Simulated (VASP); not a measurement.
Input of a VASP 6.6.1 run:

File INCAR:

```
PREC = Accurate ; ENCUT = 600
EDIFF = 1E-6 ; ISMEAR = 0
SIGMA = 0.1 ; LREAL = F
LASPH = T ; NELM = 100
ALGO = Normal ; ISIF = 3
LWAVE = F ; LCHARG = F
GGA = PE ; IBRION = 2
NSW = 100 ; EDIFFG = -0.01
```

File KPOINTS:

```
Automatic mesh
0
Gamma
  8 8 8
```

POSCAR

```
Li4In
1.0
   -3.2087700404      3.2087700404      3.2087700404
    3.2087700404     -3.2087700404      3.2087700404
    3.2087700404      3.2087700404     -3.2087700404
Li In
4 1
Direct
    0.0000000000      0.0000000000      0.5000000000
    0.0000000000      0.5000000000      0.0000000000
    0.5000000000      0.0000000000      0.0000000000
    0.5000000000      0.5000000000      0.5000000000
    0.0000000000      0.0000000000      0.0000000000
```

Potentials or basis: VASP PAW PBE potentials, release 64 (Li_sv, In_d).

Launch:

```sh
$ cat potpaw_PBE.64/Li_sv/POTCAR potpaw_PBE.64/In_d/POTCAR > POTCAR
$ mpirun -np 1 vasp_std > vasp.out
```

Predict the band gap on the k mesh.

zero (an odd number of electrons rules out a gap without spin polarisation).

Final structure:
```yaml
crystal:
  lattice:
    - [-3.20877, 3.20877, 3.20877]
    - [3.20877, -3.20877, 3.20877]
    - [3.20877, 3.20877, -3.20877]
  atoms:
    - { symbol: Li, position: [0.00000, 0.00000, 0.50000] }
    - { symbol: Li, position: [0.00000, 0.50000, 0.00000] }
    - { symbol: Li, position: [0.50000, 0.00000, 0.00000] }
    - { symbol: Li, position: [0.50000, 0.50000, 0.50000] }
    - { symbol: In, position: [0.00000, 0.00000, 0.00000] }
```

Caveat: the relaxation stopped at its first step, so nothing moved; spin-orbit coupling is left out, which moves the levels of the heavy elements.
